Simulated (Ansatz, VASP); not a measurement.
# Two plane-wave programs on GaN

Contents of POSCAR:

```
GaN
1.0
    0.0000000000      2.1753551668      2.1753551668
    2.1753551668      0.0000000000      2.1753551668
    2.1753551668      2.1753551668      0.0000000000
Ga N
1 1
Direct
    0.0000000000      0.0000000000      0.0000000000
    0.5000000000      0.5000000000      0.5000000000
```

INCAR.step1

```
SYSTEM = GaN
PREC = Accurate
ENCUT = 520
ISMEAR = -1
SIGMA = 0.02
LREAL = .FALSE.
LASPH = .TRUE.
NELM = 80
NBANDS = 16
GGA = PE
ALGO = Normal
EDIFF = 1E-4
LWAVE = .TRUE.
LCHARG = .FALSE.
```

File INCAR.step2:

```
SYSTEM = GaN
PREC = Accurate
ENCUT = 520
EDIFF = 1E-7
ISMEAR = -1
SIGMA = 0.02
LREAL = .FALSE.
LASPH = .TRUE.
NELM = 80
ALGO = Normal
ISIF = 2
LWAVE = .FALSE.
LCHARG = .TRUE.
METAGGA = R2SCAN
LMIXTAU = .TRUE.
LELF = .TRUE.
LVHAR = .TRUE.
NBANDS = 16
ISTART = 1
```

File KPOINTS:

```
Automatic mesh
0
G
  10 10 10
  0 0 0
```

Input for Ansatz:

```yaml
crystal:
  lattice:
    - [0.0, 2.1753551668, 2.1753551668]
    - [2.1753551668, 0.0, 2.1753551668]
    - [2.1753551668, 2.1753551668, 0.0]
  atoms:
    - { symbol: Ga, position: [0.0, 0.0, 0.0] }
    - { symbol: "N", position: [0.5, 0.5, 0.5] }
kpoints:
  mp_grid: { grid: [10, 10, 10] }
  band_path:
    path:
      - [0.0, 0.0, 0.0]
      - [0.5, 0.0, 0.5]
      - [0.625, 0.25, 0.625]
      - [0.375, 0.375, 0.75]
      - [0.5, 0.5, 0.5]
      - [0.5, 0.25, 0.75]
      - [0.1875, 0.1875, 0.375]
    npoints: 1
hamiltonian:
  xc: r2scan
scf:
  occupations: { method: fermi_dirac, width: 0.02 }
  n_extra_bands: 4
output:
  forces: true
  stress: true
  eigenvalues: true
```

Change from the starting cell: hydrostatic strain +3.2%.

Alike in both runs: task single point; functional r2SCAN; k mesh 10 × 10 × 10; occupations fermi-dirac, width 0.02 eV; no spin polarisation.

|  | VASP | Ansatz |
| --- | --- | --- |
| version | VASP 6.6.1 | Ansatz 0.2.0 |
| potentials or method | VASP PAW PBE potentials, release 64 (Ga_d, N) | plane waves, PAW |
| plane-wave cutoff (eV) | 520 | 500 |
| valence electrons in the cell | 18 | 18 |

|  | VASP | Ansatz | Ansatz less VASP |
| --- | --- | --- | --- |
| pressure (GPa) | -17.9 | -18.4 | -0.57 |

VASP's potentials were made for PBE, not for r2SCAN.
